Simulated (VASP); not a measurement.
# Al12H3C in VASP: single point with PBEsol

Aim: the single point of Al12H3C with PBEsol.

All numbers are computed with VASP 6.6.1; they aren't measurements. Logs are shortened: lines on timing, memory, paths and dates and some standing lists are left out, and cuts for length are marked.

## 1. The cell of the first run

The cell holds a slab with vacuum, 16 atoms: a = 5.728 Å, b = 5.728 Å, c = 15.677 Å, α = 90.00°, β = 90.00°, γ = 60.00°.

## 2. Single point, PBEsol

INCAR

```
SYSTEM = Al12H3C
PREC = Accurate ; ENCUT = 520
EDIFF = 1E-6 ; ISMEAR = 0
SIGMA = 0.1 ; LREAL = .FALSE.
LASPH = .TRUE. ; NELM = 120
ALGO = Normal ; ISIF = 2
LWAVE = .FALSE. ; LCHARG = .TRUE.
GGA = PS ; LELF = .TRUE.
LVHAR = .TRUE. ; NBANDS = 36
GGA_COMPAT = .FALSE. ; NELMDL = -8
```

KPOINTS

```
Automatic mesh
0
G
  3 3 1
  0 0 0
```

POSCAR

```
Al12H3C
1.0
    5.7275650000      0.0000000000      0.0000000000
    2.8637820000      4.9602170000      0.0000000000
    0.0000000000      0.0000000000     15.6765370000
Al C H
12 1 3
Direct
    0.1666667000      0.1666667000      0.0637896000
    0.6666667000      0.1666667000      0.0637896000
    0.1666667000      0.6666667000      0.0637896000
    0.6666667000      0.6666667000      0.0637896000
   -0.1657541870      0.3345364296      0.2103440854
    0.3311971801      0.3342279123      0.2103488917
   -0.1654456664      0.8311815223      0.2103516974
    0.3333382789      0.8333180609      0.2058603169
    0.0076070973     -0.0033661642      0.3504887055
    0.4966324831     -0.0042468495      0.3504992033
   -0.0000344683      0.4999968304      0.3635633085
    0.4957685996      0.5075574980      0.3504863577
    0.0000157971      0.4999900878      0.4926914709
   -0.1087887072      0.3997603078      0.5165747670
    0.2090661611      0.3911651506      0.5165601520
   -0.1001947109      0.7090250492      0.5165717032
```

Potentials or basis: VASP PAW PBE potentials, release 64 (Al, C, H).

The run is started by

```
$ cat potpaw_PBE.64/Al/POTCAR potpaw_PBE.64/C/POTCAR potpaw_PBE.64/H/POTCAR > POTCAR
$ mpirun -np 1 vasp_std > vasp.out
```

OUTCAR:

```text
SYSTEM = Al12H3C
   PREC = Accurate
   ENCUT = 520
   EDIFF = 1E-6
   ISMEAR = 0
   LREAL = .FALSE.
   LASPH = .TRUE.
   NELM = 120
   ISIF = 2
   GGA = PS
   NELMDL = -8

 ion  position               nearest neighbor table
   1  0.167  0.167  0.064-   8 2.77   6 2.83   5 2.83   3 2.86   3 2.86   2 2.86   2 2.86   4 2.86
                             4 2.86
   2  0.667  0.167  0.064-   5 2.84   6 2.84   7 2.84   4 2.86   4 2.86   1 2.86   1 2.86   3 2.86
                             3 2.86
   3  0.167  0.667  0.064-   8 2.77   7 2.83   6 2.83   1 2.86   1 2.86   4 2.86   4 2.86   2 2.86
                             2 2.86
   4  0.667  0.667  0.064-   8 2.77   5 2.83   7 2.83   2 2.86   2 2.86   3 2.86   3 2.86   1 2.86
                             1 2.86
   5  0.834  0.335  0.210-   9 2.76  12 2.77   4 2.83   1 2.83   2 2.84   6 2.85   7 2.85   8 2.86
                             8 2.87   7 2.88   6 2.88  11 2.91
   6  0.331  0.334  0.210-  12 2.76  10 2.77   1 2.83   3 2.83   2 2.84   5 2.85   7 2.85   8 2.86
                             8 2.87   7 2.88   5 2.88  11 2.91
   7  0.835  0.831  0.210-  10 2.76   9 2.77   3 2.83   4 2.83   2 2.84   6 2.85   5 2.85   8 2.86
                             8 2.87   5 2.88   6 2.88  11 2.91
   8  0.333  0.833  0.206-   3 2.77   4 2.77   1 2.77   9 2.78  12 2.78  10 2.78   6 2.86   5 2.86
                             7 2.86   7 2.87   5 2.87   6 2.87
   9  0.008  0.997  0.350-   5 2.76   7 2.77   8 2.78  10 2.80  12 2.80  11 2.87  11 2.87  12 2.93
                            10 2.93
  10  0.497  0.996  0.350-   7 2.76   6 2.77   8 2.78   9 2.80  12 2.80  11 2.87  11 2.87  12 2.93
                             9 2.93
  11  1.000  0.500  0.364-  13 2.02  10 2.87   9 2.87  12 2.87  12 2.87  10 2.87   9 2.87   7 2.91
                             5 2.91   6 2.91
  12  0.496  0.508  0.350-   6 2.76   5 2.77   8 2.78   9 2.80  10 2.80  11 2.87  11 2.87  10 2.93
                             9 2.93
  13  0.000  0.500  0.493-  16 1.10  15 1.10  14 1.10  11 2.02
  14  0.891  0.400  0.517-  13 1.10
  15  0.209  0.391  0.517-  13 1.10
  16  0.900  0.709  0.517-  13 1.10

  LATTYP: Found a hexagonal cell.
 ALAT       =     5.7275649303
 C/A-ratio  =     2.7370334847

  Lattice vectors:

 A1 = (  -2.8637820000,  -4.9602170000,   0.0000000000)
 A2 = (   5.7275650000,   0.0000000000,   0.0000000000)
 A3 = (   0.0000000000,   0.0000000000,  15.6765370000)

Analysis of symmetry for initial positions (statically):
=====================================================================
 Subroutine PRICEL returns:
 Original cell was already a primitive cell.

 Routine SETGRP: Setting up the symmetry group for a
 hexagonal supercell.

 Subroutine GETGRP returns: Found  1 space group operations
 (whereof  1 operations were pure point group operations)
 out of a pool of 24 trial point group operations.

The static configuration has the point symmetry C_1 .

Analysis of symmetry for dynamics (positions and initial velocities):
=====================================================================
 Subroutine PRICEL returns:
 Original cell was already a primitive cell.

 Routine SETGRP: Setting up the symmetry group for a
 hexagonal supercell.

 Subroutine GETGRP returns: Found  1 space group operations
 (whereof  1 operations were pure point group operations)
 out of a pool of 24 trial point group operations.

The dynamic configuration has the point symmetry C_1 .

 Subroutine INISYM returns: Found  1 space group operations
 (whereof  1 operations are pure point group operations),
 and found     1 'primitive' translations

----------------------------------------------------------------------------------------

                                     Primitive cell

  volume of cell :     445.3699

  direct lattice vectors                    reciprocal lattice vectors
     5.727565000  0.000000000  0.000000000     0.174594265 -0.100802024  0.000000000
     2.863782000  4.960217000  0.000000000     0.000000000  0.201604083  0.000000000
     0.000000000  0.000000000 15.676537000     0.000000000  0.000000000  0.063789598

  length of vectors
     5.727565000  5.727564930 15.676537000     0.201604081  0.201604083  0.063789598

  position of ions in fractional coordinates (direct lattice)
     0.166666700  0.166666700  0.063789600
     0.666666700  0.166666700  0.063789600
     0.166666700  0.666666700  0.063789600
     0.666666700  0.666666700  0.063789600
     0.834245813  0.334536430  0.210344085
     0.331197180  0.334227912  0.210348892
[... 8 lines left out ...]
     0.209066161  0.391165151  0.516560152
     0.899805289  0.709025049  0.516571703

  ion indices of the primitive-cell ions
   primitive index   ion index
                 1           1
                 2           2
                 3           3
                 4           4
                 5           5
                 6           6
[... 8 lines left out ...]
                15          15
                16          16

----------------------------------------------------------------------------------------

 KPOINTS: Automatic mesh

Automatic generation of k-mesh.
 Grid dimensions read from file:
 generate k-points for:    3    3    1

 Generating k-lattice:

  Cartesian coordinates                     Fractional coordinates (reciprocal lattice)
     0.058198088 -0.033600675  0.000000000     0.333333333  0.000000000  0.000000000
     0.000000000  0.067201361  0.000000000     0.000000000  0.333333333  0.000000000
     0.000000000  0.000000000  0.063789598     0.000000000  0.000000000  1.000000000

  Length of vectors
     0.067201360  0.067201361  0.063789598

  Shift w.r.t. Gamma in fractional coordinates (k-lattice)
     0.000000000  0.000000000  0.000000000

 Subroutine IBZKPT returns following result:
 ===========================================

 Found      5 irreducible k-points:

 Following reciprocal coordinates:
            Coordinates               Weight
  0.000000  0.000000  0.000000      1.000000
  0.333333  0.000000  0.000000      2.000000
  0.333333  0.333333  0.000000      2.000000
  0.000000  0.333333  0.000000      2.000000
 -0.333333  0.333333  0.000000      2.000000
   k-points           NKPTS =      5   k-points in BZ     NKDIM =      5   number of bands    NBANDS=     36
   number of dos      NEDOS =    301   number of ions     NIONS =     16
   total plane-waves  NPLWV = 276480
   dimension x,y,z NGX =    48 NGY =   48 NGZ =  120
   dimension x,y,z NGXF=    96 NGYF=   96 NGZF=  240
   ions per type =              12   1   3
   NGX,Y,Z   is equivalent  to a cutoff of  13.93, 13.93, 12.73 a.u.
   NGXF,Y,Z  is equivalent  to a cutoff of  27.86, 27.86, 25.45 a.u.
 SYSTEM =  Al12H3C
   PREC   = accura    normal or accurate (medium, high low for compatibility)
   ISTART =      0    job   : 0-new  1-cont  2-samecut
   ICHARG =      2    charge: 1-file 2-atom 10-const
   ISPIN  =      1    spin polarized calculation?
   LNONCOLLINEAR =      F non collinear calculations
   LSORBIT =      F    spin-orbit coupling
   LASPH  =      T    aspherical Exc in radial PAW
   ENCUT  =  520.0 eV  38.22 Ry    6.18 a.u.  10.65 10.65 29.15*2*pi/ulx,y,z
   NELM   =    120;   NELMIN=  2; NELMDL= -8     # of ELM steps
   EDIFF  = 0.1E-05   stopping-criterion for ELM
   LREAL  =      F    real-space projection
   EDIFFG = 0.1E-04   stopping-criterion for IOM
   NSW    =      0    number of steps for IOM
   IBRION =     -1    ionic relax: 0-MD 1-quasi-New 2-CG
   NFREE  =      0    steps in history (QN), initial steepest desc. (CG)
   ISIF   =      2    stress and relaxation
   ISYM   =      2    0-nonsym 1-usesym 2-fastsym
   POTIM  = 0.5000    time-step for ionic-motion
   TEBEG  =    0.0;   TEEND  =   0.0 temperature during run
   PSTRESS=    0.0 pullay stress
   NELECT =      43.0000    total number of electrons
   NUPDOWN=      -1.0000    fix difference up-down
   EMIN   =  10.00;   EMAX   =-10.00  energy-range for DOS
   EFERMI =   0.00;   METHOD = LEGACY
   ISMEAR =     0;   SIGMA  =   0.10  broadening in eV -4-tet -1-fermi 0-gaus
   EFERMI_NEDOS =   21; number of points for ismear=-14 and -15
   IALGO  =     38    algorithm
   IMIX   =      4    mixing-type and parameters
     AMIX     =   0.40;   BMIX     =  1.00
     AMIX_MAG =   1.60;   BMIX_MAG =  1.00
  volume/ion in A,a.u.               =      27.84       187.84
  Fermi-wavevector in a.u.,A,eV,Ry     =   0.751030  1.419241  7.674316  0.564046
  Thomas-Fermi vector in A             =   1.847918
   LORBIT       =      0    0 simple, 1 ext, 2 COOP (PROOUT), +10 PAW based schemes
   GGA     = PS    functional components
   LHFCALC =     F    Hartree Fock is set to
   AEXX    =    0.0000 exact exchange contribution
   IVDW    =     0    specifies the selected vdW correction
   LEPSILON=     F    determine dielectric tensor
   LRPA    =     F    only Hartree local field effects (RPA)
 non-spin polarized calculation
 Gauss-broadening in eV      SIGMA  =   0.10
  energy-cutoff  :      520.00
  volume of cell :      445.37
 maximum number of plane-waves:     12018
 NGX is ok and might be reduce to    42
   NGX = 21   NGY = 21   NGZ = 59

 number of electron      42.9999999 magnetization

 Free energy of the ion-electron system (eV)
  ---------------------------------------------------
  ext. energy  EPLUGINS =         0.00000000
  ---------------------------------------------------
  free energy    TOTEN  =       -65.77702735 eV

  energy without entropy =      -65.72533467  energy(sigma->0) =      -65.75118101

 E-fermi :   1.3718     XC(G=0):  -6.1027

 val. band max:        1.3430592981   @ k =   0.3333   0.0000   0.0000
 cond. band min:       1.4872672261   @ k =   0.0000   0.0000   0.0000
 fundamental gap:      0.1442079279
 Fermi energy:         1.3717807040

 k-point     1 :       0.0000    0.0000    0.0000
  band No.  band energies     occupation
      1     -11.0219      2.00000
      2      -8.9946      2.00000
      3      -7.1529      2.00000
      4      -4.4530      2.00000
      5      -4.0612      2.00000
      6      -4.0610      2.00000
[... 25 lines left out ...]
     32       4.4760      0.00000
     33       4.8789      0.00000
[... 112 lines left out ...]
      2      -7.0907      2.00000
      3      -7.0142      2.00000
      4      -6.9836      2.00000
      5      -5.3288      2.00000
      6      -5.2449      2.00000
[... 25 lines left out ...]
     32       4.9713      0.00000
     33       5.0237      0.00000
 [bands above 33 left out]

------------------------ aborting loop because EDIFF is reached ----------------------------------------

  FORCE on cell =-STRESS in cart. coord.  units (eV):
  Direction    XX          YY          ZZ          XY          YZ          ZX
  --------------------------------------------------------------------------------------
  -------------------------------------------------------------------------------------
  Total       -2.8037091     -2.8057985      0.0766665      0.0003467      0.0008834      0.0005626
  in kB      -10.0860868    -10.0936032      0.2758007      0.0012472      0.0031778      0.0020238
  external PRESSURE =      -6.6346298 kB  Pullay stress =       0.0000000 kB

 VOLUME and BASIS-vectors are now :
 -----------------------------------------------------------------------------
  energy-cutoff  :      520.00
  volume of cell :      445.37
      direct lattice vectors                 reciprocal lattice vectors
     5.727565000  0.000000000  0.000000000     0.174594265 -0.100802024  0.000000000
     2.863782000  4.960217000  0.000000000     0.000000000  0.201604083  0.000000000
     0.000000000  0.000000000 15.676537000     0.000000000  0.000000000  0.063789598

 POSITION                                       TOTAL-FORCE (eV/Angst)
 -----------------------------------------------------------------------------------
      1.43189      0.82670      1.00000        -0.001297     -0.033032     -0.027943
      4.29567      0.82670      1.00000        -0.000084     -0.000084      0.065623
      2.86378      3.30681      1.00000         0.029072      0.015296     -0.027763
      5.72756      3.30681      1.00000        -0.027805      0.017609     -0.027922
      5.73624      1.65937      3.29747         0.000270     -0.000380     -0.000992
      2.85411      1.65784      3.29754         0.000171      0.000395     -0.001068
[... 8 lines left out ...]
      2.31765      1.94026      8.09787         0.005578     -0.001880      0.002179
      7.18419      3.51692      8.09806        -0.001062      0.005994      0.002241
 -----------------------------------------------------------------------------------
    total drift:                                0.000000     -0.000001     -0.000280

  FREE ENERGIE OF THE ION-ELECTRON SYSTEM (eV)
  ---------------------------------------------------
  free  energy   TOTEN  =       -65.7770273470 eV

  energy  without entropy=      -65.7253346712  energy(sigma->0) =      -65.75118101
```

Run time: 5.6 min. Hardware: 1 thread of Oxide Virtual Turin-like, shared host; peak memory 0.58 GiB.

Results:

```
Free energy            : -65.7770 eV
Largest force          : 0.066 eV/Å
Band gap on the k mesh : zero (an odd number of electrons rules out a gap without spin polarisation)
```

Forces on the atoms (eV/Å):
```
Al  -0.001 -0.033 -0.028
Al   0.000  0.000  0.066
Al   0.029  0.015 -0.028
Al  -0.028  0.018 -0.028
Al   0.000  0.000 -0.001
Al   0.000  0.000 -0.001
Al   0.000  0.000 -0.001
Al   0.000  0.000 -0.002
Al  -0.004 -0.004  0.006
Al  -0.001  0.005  0.006
Al   0.000  0.000 -0.009
Al   0.005 -0.001  0.006
C    0.000  0.000  0.008
H   -0.005 -0.004  0.002
H    0.006 -0.002  0.002
H   -0.001  0.006  0.002
```

Levels at points of the mesh, in eV from the Fermi level:
| k point | band 19 | band 20 | band 21 | band 22 | band 23 | band 24 | band 25 | band 26 |
| --- | --- | --- | --- | --- | --- | --- | --- | --- |
| (0.00, 0.00, 0.00) | -2.47 | -1.63 | -0.10 | -0.10 | 0.12 | 0.25 | 0.25 | 0.62 |

Caveat: the k points lie up to 0.42 Å⁻¹ apart, too coarse for converged energies and pressures of a metal; there is no dipole correction, which matters where the two faces differ; the PAW data sets were made with another functional, which shifts forces and pressure a little.

The gap in the log of VASP goes by the Fermi energy; the results here count the filled bands.